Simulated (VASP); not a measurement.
# Al2Au (Fm-3m) in VASP: notebook

Al2Au is run at these levels: LDA; tasks: single point.

All numbers are computed with VASP 6.6.1; they aren't measurements. Logs are shortened: lines on timing, memory, paths and dates and some standing lists are left out, and cuts for length are marked.

### Step 1. The cell of the first run

Symmetry: Fm-3m, No. 225, cubic system. Conventional cell: a = 5.958 Å, b = 5.958 Å, c = 5.958 Å, α = 90.00°, β = 90.00°, γ = 90.00°. Al (site symmetry -43m) has 4 Au at 2.58 Å and 6 Al at 2.98 Å within 3.4 Å. Within 3.4 Å of Au (site symmetry m-3m) lie 8 Al at 2.58 Å.

### Step 2. Single point, LDA

INCAR reads:

```
PREC     = Accurate       # precision mode
ENCUT    = 520            # plane-wave cutoff, eV
EDIFF    = 1E-7           # SCF threshold, eV
ISMEAR   = -1             # smearing method
SIGMA    = 0.1            # smearing width, eV
LREAL    = False          # projectors in reciprocal space
LASPH    = True           # aspherical terms in the spheres
NELM     = 60             # most SCF steps
ALGO     = Normal         # electronic algorithm
ISIF     = 2              # what is computed and relaxed
LWAVE    = False          # write WAVECAR
LCHARG   = False          # write CHGCAR
NBANDS   = 16             # bands
```

KPOINTS reads:

```
Automatic mesh
0
Gamma
  10 10 10
```

POSCAR reads:

```
Al2Au
1.0
    0.0000000000      2.9788460569      2.9788460569
    2.9788460569      0.0000000000      2.9788460569
    2.9788460569      2.9788460569      0.0000000000
Al Au
2 1
Direct
    0.2500000000      0.2500000000      0.2500000000
    0.7500000000      0.7500000000      0.7500000000
    0.0000000000      0.0000000000      0.0000000000
```

Potentials or basis: VASP PAW LDA potentials, release 64 (Al, Au).

Run with:

```console
cat potpaw_LDA.64/Al/POTCAR potpaw_LDA.64/Au/POTCAR > POTCAR
mpirun -np 1 vasp_std > vasp.out
```

OUTCAR:

```text
PREC = Accurate
   ENCUT = 520
   EDIFF = 1E-7
   ISMEAR = -1
   LREAL = False
   LASPH = True
   NELM = 60
   ISIF = 2

 ion  position               nearest neighbor table
   1  0.250  0.250  0.250-   3 2.58   3 2.58   3 2.58   3 2.58   2 2.98   2 2.98   2 2.98   2 2.98
                             2 2.98   2 2.98
   2  0.750  0.750  0.750-   3 2.58   3 2.58   3 2.58   3 2.58   1 2.98   1 2.98   1 2.98   1 2.98
                             1 2.98   1 2.98
   3  0.000  0.000  0.000-   2 2.58   2 2.58   2 2.58   1 2.58   2 2.58   1 2.58   1 2.58   1 2.58

  LATTYP: Found a face centered cubic cell.
 ALAT       =     5.9576921138

  Lattice vectors:

 A1 = (   0.0000000000,   2.9788460569,   2.9788460569)
 A2 = (   2.9788460569,   0.0000000000,   2.9788460569)
 A3 = (   2.9788460569,   2.9788460569,   0.0000000000)

Analysis of symmetry for initial positions (statically):
=====================================================================
 Subroutine PRICEL returns:
 Original cell was already a primitive cell.

 Routine SETGRP: Setting up the symmetry group for a
 face centered cubic supercell.

 Subroutine GETGRP returns: Found 48 space group operations
 (whereof 48 operations were pure point group operations)
 out of a pool of 48 trial point group operations.

The static configuration has the point symmetry O_h .

Analysis of symmetry for dynamics (positions and initial velocities):
=====================================================================
 Subroutine PRICEL returns:
 Original cell was already a primitive cell.

 Routine SETGRP: Setting up the symmetry group for a
 face centered cubic supercell.

 Subroutine GETGRP returns: Found 48 space group operations
 (whereof 48 operations were pure point group operations)
 out of a pool of 48 trial point group operations.

The dynamic configuration has the point symmetry O_h .

 Subroutine INISYM returns: Found 48 space group operations
 (whereof 48 operations are pure point group operations),
 and found     1 'primitive' translations

----------------------------------------------------------------------------------------

                                     Primitive cell

  volume of cell :      52.8657

  direct lattice vectors                    reciprocal lattice vectors
     0.000000000  2.978846057  2.978846057    -0.167850231  0.167850231  0.167850231
     2.978846057  0.000000000  2.978846057     0.167850231 -0.167850231  0.167850231
     2.978846057  2.978846057  0.000000000     0.167850231  0.167850231 -0.167850231

  length of vectors
     4.212724494  4.212724494  4.212724494     0.290725129  0.290725129  0.290725129

  position of ions in fractional coordinates (direct lattice)
     0.250000000  0.250000000  0.250000000
     0.750000000  0.750000000  0.750000000
     0.000000000  0.000000000  0.000000000

  ion indices of the primitive-cell ions
   primitive index   ion index
                 1           1
                 2           2
                 3           3

----------------------------------------------------------------------------------------

 KPOINTS: Automatic mesh

Automatic generation of k-mesh.
 Grid dimensions read from file:
 generate k-points for:   10   10   10

 Generating k-lattice:

  Cartesian coordinates                     Fractional coordinates (reciprocal lattice)
    -0.016785023  0.016785023  0.016785023     0.100000000  0.000000000  0.000000000
     0.016785023 -0.016785023  0.016785023     0.000000000  0.100000000  0.000000000
     0.016785023  0.016785023 -0.016785023     0.000000000  0.000000000  0.100000000

  Length of vectors
     0.029072513  0.029072513  0.029072513

  Shift w.r.t. Gamma in fractional coordinates (k-lattice)
     0.000000000  0.000000000  0.000000000

 Subroutine IBZKPT returns following result:
 ===========================================

 Found     47 irreducible k-points:

 Following reciprocal coordinates:
            Coordinates               Weight
  0.000000  0.000000  0.000000      1.000000
  0.100000  0.000000  0.000000      8.000000
  0.200000  0.000000  0.000000      8.000000
  0.300000  0.000000  0.000000      8.000000
  0.400000  0.000000  0.000000      8.000000
  0.500000  0.000000  0.000000      4.000000
[... 16 lines left out ...]
  0.300000  0.300000  0.000000      6.000000
  0.400000  0.300000  0.000000     24.000000
 [... further k-points ...]
   k-points           NKPTS =     47   k-points in BZ     NKDIM =     47   number of bands    NBANDS=     16
   number of dos      NEDOS =    301   number of ions     NIONS =      3
   total plane-waves  NPLWV =  32768
   dimension x,y,z NGX =    32 NGY =   32 NGZ =   32
   dimension x,y,z NGXF=    64 NGYF=   64 NGZF=   64
   ions per type =               2   1
   NGX,Y,Z   is equivalent  to a cutoff of  12.63, 12.63, 12.63 a.u.
   NGXF,Y,Z  is equivalent  to a cutoff of  25.26, 25.26, 25.26 a.u.
 SYSTEM =  unknown system
   PREC   = accura    normal or accurate (medium, high low for compatibility)
   ISTART =      0    job   : 0-new  1-cont  2-samecut
   ICHARG =      2    charge: 1-file 2-atom 10-const
   ISPIN  =      1    spin polarized calculation?
   LNONCOLLINEAR =      F non collinear calculations
   LSORBIT =      F    spin-orbit coupling
   LASPH  =      T    aspherical Exc in radial PAW
   ENCUT  =  520.0 eV  38.22 Ry    6.18 a.u.   7.83  7.83  7.83*2*pi/ulx,y,z
   NELM   =     60;   NELMIN=  2; NELMDL= -5     # of ELM steps
   EDIFF  = 0.1E-06   stopping-criterion for ELM
   LREAL  =      F    real-space projection
   EDIFFG = 0.1E-05   stopping-criterion for IOM
   NSW    =      0    number of steps for IOM
   IBRION =     -1    ionic relax: 0-MD 1-quasi-New 2-CG
   NFREE  =      0    steps in history (QN), initial steepest desc. (CG)
   ISIF   =      2    stress and relaxation
   ISYM   =      2    0-nonsym 1-usesym 2-fastsym
   POTIM  = 0.5000    time-step for ionic-motion
   TEBEG  =    0.0;   TEEND  =   0.0 temperature during run
   PSTRESS=    0.0 pullay stress
   NELECT =      17.0000    total number of electrons
   NUPDOWN=      -1.0000    fix difference up-down
   EMIN   =  10.00;   EMAX   =-10.00  energy-range for DOS
   EFERMI =   0.00;   METHOD = LEGACY
   ISMEAR =    -1;   SIGMA  =   0.10  broadening in eV -4-tet -1-fermi 0-gaus
   EFERMI_NEDOS =   21; number of points for ismear=-14 and -15
   IALGO  =     38    algorithm
   IMIX   =      4    mixing-type and parameters
     AMIX     =   0.40;   BMIX     =  1.00
     AMIX_MAG =   1.60;   BMIX_MAG =  1.00
  volume/ion in A,a.u.               =      17.62       118.92
  Fermi-wavevector in a.u.,A,eV,Ry     =   1.121587  2.119493 17.115558  1.257958
  Thomas-Fermi vector in A             =   2.258242
   LORBIT       =      0    0 simple, 1 ext, 2 COOP (PROOUT), +10 PAW based schemes
   GGA     = CA    functional components
   LHFCALC =     F    Hartree Fock is set to
   AEXX    =    0.0000 exact exchange contribution
   IVDW    =     0    specifies the selected vdW correction
   LEPSILON=     F    determine dielectric tensor
   LRPA    =     F    only Hartree local field effects (RPA)
 non-spin polarized calculation
  energy-cutoff  :      520.00
  volume of cell :       52.87
 maximum number of plane-waves:      1440
   NGX = 15   NGY = 15   NGZ = 15

 number of electron      17.0000000 magnetization

 Free energy of the ion-electron system (eV)
  ---------------------------------------------------
  ext. energy  EPLUGINS =         0.00000000
  ---------------------------------------------------
  free energy    TOTEN  =       -14.30388906 eV

  energy without entropy =      -14.27618867  energy(sigma->0) =      -14.29003887

 E-fermi :   7.8360     XC(G=0): -10.8080

 val. band max:        7.7930996771   @ k =  -0.2000   0.1000   0.0000
 cond. band min:       7.8680774655   @ k =   0.5000   0.1000   0.0000
 fundamental gap:      0.0749777884
 Fermi energy:         7.8360423649

 k-point     1 :       0.0000    0.0000    0.0000
  band No.  band energies     occupation
      1      -2.8562      2.00000
      2       1.1004      2.00000
      3       1.1004      2.00000
      4       1.1004      2.00000
      5       2.0896      2.00000
      6       2.0896      2.00000
[... 8 lines left out ...]
     15      13.6026      0.00000
     16      13.6026      0.00000

 k-point     2 :       0.1000    0.0000    0.0000
  band No.  band energies     occupation
      1      -2.7230      2.00000
      2       1.0574      2.00000
      3       1.1342      2.00000
      4       1.1342      2.00000
      5       2.0824      2.00000
      6       2.0824      2.00000
[... 8 lines left out ...]
     15      13.2955      0.00000
     16      13.3379      0.00000

 k-point     3 :       0.2000    0.0000    0.0000
  band No.  band energies     occupation
      1      -2.3348      2.00000
      2       0.9588      2.00000
      3       1.2163      2.00000
      4       1.2163      2.00000
      5       2.0773      2.00000
      6       2.0773      2.00000
[... 8 lines left out ...]
     15      13.6647      0.00000
     16      13.8947      0.00000

 k-point     4 :       0.3000    0.0000    0.0000
  band No.  band energies     occupation
      1      -1.7403      2.00000
      2       0.8882      2.00000
      3       1.2972      2.00000
      4       1.2972      2.00000
      5       2.1089      2.00000
      6       2.1089      2.00000
[... 8 lines left out ...]
     15      14.8397      0.00000
     16      14.9511      0.00000
[... 324 lines left out ...]
 k-point    22 :      -0.2000    0.2000    0.0000
  band No.  band energies     occupation
      1      -1.5149      2.00000
      2       0.7885      2.00000
      3       1.3483      2.00000
      4       1.3981      2.00000
      5       1.9666      2.00000
      6       2.2146      2.00000
[... 8 lines left out ...]
     15      15.1893      0.00000
     16      16.8284      0.00000

 k-point    23 :       0.3000    0.3000    0.0000
  band No.  band energies     occupation
      1      -1.2912      2.00000
      2       0.6201      2.00000
      3       1.5590      2.00000
      4       1.5590      2.00000
      5       1.7241      2.00000
      6       2.2932      2.00000
[... 8 lines left out ...]
     15      15.7800      0.00000
     16      17.4709      0.00000

 k-point    24 :       0.4000    0.3000    0.0000
  band No.  band energies     occupation
      1      -0.6998      2.00000
      2       0.5422      2.00000
      3       1.5032      2.00000
      4       1.6707      2.00000
      5       1.8768      2.00000
      6       2.3247      2.00000
[... 8 lines left out ...]
     15      16.9218      0.00000
     16      18.4643      0.00000

 [... further k-points ...]
[... 5 lines left out ...]
  --------------------------------------------------------------------------------------
  -------------------------------------------------------------------------------------
  Total        0.0587331      0.0587331      0.0587331     -0.0000000      0.0000000     -0.0000000
  in kB        1.7799973      1.7799973      1.7799973     -0.0000000      0.0000000     -0.0000000
  external PRESSURE =       1.7799973 kB  Pullay stress =       0.0000000 kB

 VOLUME and BASIS-vectors are now :
 -----------------------------------------------------------------------------
  energy-cutoff  :      520.00
  volume of cell :       52.87
      direct lattice vectors                 reciprocal lattice vectors
     0.000000000  2.978846057  2.978846057    -0.167850231  0.167850231  0.167850231
     2.978846057  0.000000000  2.978846057     0.167850231 -0.167850231  0.167850231
     2.978846057  2.978846057  0.000000000     0.167850231  0.167850231 -0.167850231

 POSITION                                       TOTAL-FORCE (eV/Angst)
 -----------------------------------------------------------------------------------
      1.48942      1.48942      1.48942        -0.000000     -0.000000      0.000000
      4.46827      4.46827      4.46827         0.000000      0.000000     -0.000000
      0.00000      0.00000      0.00000        -0.000000     -0.000000     -0.000000
 -----------------------------------------------------------------------------------
    total drift:                                0.000000     -0.000000      0.000000

  FREE ENERGIE OF THE ION-ELECTRON SYSTEM (eV)
  ---------------------------------------------------
  free  energy   TOTEN  =       -14.3038890640 eV

  energy  without entropy=      -14.2761886727  energy(sigma->0) =      -14.29003887
```

It took 26 s on 1 thread of Intel Xeon Platinum 8259CL at 2.50GHz (Skylake/Cascade Lake), shared host; peak memory 0.17 GiB.

Results:

```
Free energy : -14.3039 eV
Pressure    : 0.2 GPa
```

Levels at points of the mesh, in eV from the Fermi level:
```
           k point  band 6  band 7  band 8  band 9  band 10  band 11  band 12  band 13
(0.00, 0.00, 0.00)   -5.75    2.27    2.96    2.96     2.96     4.02     4.02     4.02
(0.50, 0.00, 0.00)   -5.62   -5.55    0.36    0.36     3.28     3.71     3.90     3.90
(0.50, 0.50, 0.00)   -5.43   -5.10   -2.14   -2.14     1.36     2.11     7.70     9.90
```

Caveat: spin-orbit coupling is left out, which moves the levels of the heavy elements.

### Step 3. Single point, LDA

INCAR reads:

```
SYSTEM = Al2Au
PREC = Accurate
ENCUT = 520
EDIFF = 1E-6
ISMEAR = -1
SIGMA = 0.1
LREAL = .FALSE.
LASPH = .TRUE.
NELM = 80
ALGO = Normal
ISIF = 2
LWAVE = .FALSE.
LCHARG = .TRUE.
GGA = CA
LELF = .TRUE.
LVHAR = .TRUE.
NBANDS = 16
```

KPOINTS reads:

```
Automatic mesh
0
G
  10 10 10
  0 0 0
```

POSCAR is that of step 2.

Potentials or basis: VASP PAW LDA potentials, release 64 (Al, Au).

Run with:

```console
cat potpaw_LDA.64/Al/POTCAR potpaw_LDA.64/Au/POTCAR > POTCAR
mpirun -np 1 vasp_std > vasp.out
```

It took 30 s on 1 thread of Intel Xeon Platinum 8259CL at 2.50GHz (Skylake/Cascade Lake), shared host; peak memory 0.17 GiB.

Results (log left out):

| Item | Value |
| --- | --- |
| Free energy | -14.3039 eV |
| Pressure | 0.2 GPa |

Levels at points of the mesh, in eV from the Fermi level:
```csv
k point,band 5,band 6,band 7,band 8,band 9,band 10,band 11,band 12,band 13,band 14
"(0.00, 0.00, 0.00)",-5.75,-5.75,2.27,2.96,2.96,2.96,4.02,4.02,4.02,5.77
"(0.50, 0.00, 0.00)",-5.62,-5.62,-5.55,0.36,0.36,3.28,3.71,3.90,3.90,8.91
"(0.50, 0.50, 0.00)",-5.91,-5.43,-5.10,-2.14,-2.14,1.36,2.11,7.70,9.90,9.90
```

Caveat: spin-orbit coupling is left out, which moves the levels of the heavy elements.
